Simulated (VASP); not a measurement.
Runs of VASP 6.6.1 on KCl. The structure is that of space group P6_3/mmc (No. 194), or close to it. The cells are those of the table. 

| task | level | potentials or basis | cell | cutoff (eV) | gap on the mesh (eV) | pressure (GPa) | relaxed volume (Å³/atom) |
| --- | --- | --- | --- | --- | --- | --- | --- |
| single point | LDA | VASP PAW LDA potentials, release 64 (K_sv, Cl) | a = 5.164, b = 5.164, c = 6.027 Å, angles 90.0, 90.0, 120.0°, 4 atoms | 520 | 4.60 | 0.1 | - |
| relaxation of cell and atoms | PBEsol | VASP PAW PBE potentials, release 64 (K_sv, Cl) | relaxed from a = 5.392, b = 5.392, c = 6.321 Å, angles 90.0, 90.0, 120.0°, 4 atoms | 600 | (b) | 0.0 | (a) |
| single point | PBE | VASP PAW PBE potentials, release 64 (K_sv, Cl) | a = 5.392, b = 5.392, c = 6.321 Å, angles 90.0, 90.0, 120.0°, 4 atoms | 520 | 4.71 | 0.0 | - |
| single point | PBEsol | VASP PAW PBE potentials, release 64 (K_sv, Cl) | a = 5.300, b = 5.300, c = 6.188 Å, angles 90.0, 90.0, 120.0°, 4 atoms | 520 | 4.80 | 0.0 | - |
| relaxation of cell and atoms | LDA | VASP PAW LDA potentials, release 64 (K_sv, Cl) | relaxed from a = 5.392, b = 5.392, c = 6.321 Å, angles 90.0, 90.0, 120.0°, 4 atoms | 600 | 4.59 | 0.0 | 35.01 |
| single point | r2SCAN | VASP PAW PBE potentials, release 64 (K_sv, Cl) | a = 5.344, b = 5.344, c = 6.239 Å, angles 90.0, 90.0, 120.0°, 4 atoms | 520 | 5.35 | 0.0 | - |

Alike in all rows: no spin polarisation; k mesh 6 × 6 × 4; smearing fermi-dirac 0.02 eV.

Problem. Fill in the values left out.

Solution. (a) 37.82; (b) 4.79.

Caveats: the structure was generated, so it needn't be the stable form of KCl; the PAW data sets were made with another functional, which shifts forces and pressure a little (at least some runs).

A k mesh can miss the band edges.
